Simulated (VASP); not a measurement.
Here is a VASP 6.6.1 calculation.

Contents of INCAR:

```
SYSTEM = As
PREC     = Accurate       ! precision mode
ENCUT    = 500            ! plane-wave cutoff, eV
EDIFF    = 1E-7           ! SCF threshold, eV
ISMEAR   = -1             ! smearing method
SIGMA    = 0.08           ! smearing width, eV
LREAL    = .False.        ! projectors in reciprocal space
LASPH    = .True.         ! aspherical terms in the spheres
NELM     = 120            ! most SCF steps
ALGO     = Normal         ! electronic algorithm
ISIF     = 3              ! what is computed and relaxed
LWAVE    = .False.        ! write WAVECAR
LCHARG   = .False.        ! write CHGCAR
IBRION   = 2              ! ionic algorithm
NSW      = 60             ! ionic steps
EDIFFG   = -0.005         ! ionic threshold
GGA_COMPAT= .False.      
NELMIN   = 4
```

The input KPOINTS:

```
Automatic mesh
0
Gamma
  15 15 15
  0 0 0
```

Contents of POSCAR:

```
As
1.0
    2.7377415812      0.0000000000      0.0000000000
    0.0000000000      2.7377415812      0.0000000000
    0.0000000000      0.0000000000      2.7377415812
As
1
Direct
    0.0000000000      0.0000000000      0.0000000000
```

Potentials or basis: VASP PAW LDA potentials, release 64 (As).

Launch:

```bash
$ cat potpaw_LDA.64/As/POTCAR > POTCAR
$ mpirun -np 1 vasp_std > vasp.out
```

Problem. Estimate the space group after relaxing (to 0.05 Å).

Solution. Pm-3m (No. 221).

Problem. Predict the relaxed volume.

Solution. 19.16 Å³/atom.

Final structure:
```cif
data_structure
_symmetry_space_group_name_H-M 'P 1'
_symmetry_Int_Tables_number 1
_cell_length_a 2.6759
_cell_length_b 2.6759
_cell_length_c 2.6759
_cell_angle_alpha 90.000
_cell_angle_beta 90.000
_cell_angle_gamma 90.000
_cell_volume 19.16
loop_
_atom_site_label
_atom_site_type_symbol
_atom_site_fract_x
_atom_site_fract_y
_atom_site_fract_z
_atom_site_occupancy
As1 As 0.00000 0.00000 0.00000 1
```
